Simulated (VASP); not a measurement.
Runs of VASP 6.6.1 on Cu. The structure is that of space group Fmmm (No. 69), or close to it. The cells are those of the table. 

| cell | gap on the mesh (eV) | pressure (GPa) |
| --- | --- | --- |
| a = 2.765, b = 2.381, c = 2.595 Å, angles 67.4, 52.6, 60.0°, 1 atom | none | 7.0 |
| a = 2.765, b = 2.382, c = 2.535 Å, angles 68.4, 53.2, 61.5°, 1 atom | none | (a) |
| a = 2.766, b = 2.383, c = 2.476 Å, angles 69.4, 53.7, 63.1°, 1 atom | none | 8.1 |
| a = 2.631, b = 2.502, c = 2.569 Å, angles 62.5, 57.5, 60.0°, 1 atom | none | 1.2 |

Alike in all rows: task single point; level PBE; potentials or basis VASP PAW PBE potentials, release 64 (Cu); no spin polarisation; k mesh 20 × 20 × 20; cutoff (eV) 520; smearing gaussian 0.15 eV.

Question: Fill in the values left out.

Answer: (a) 7.3.

A gap of «none» marks levels without a gap at the run's occupations.
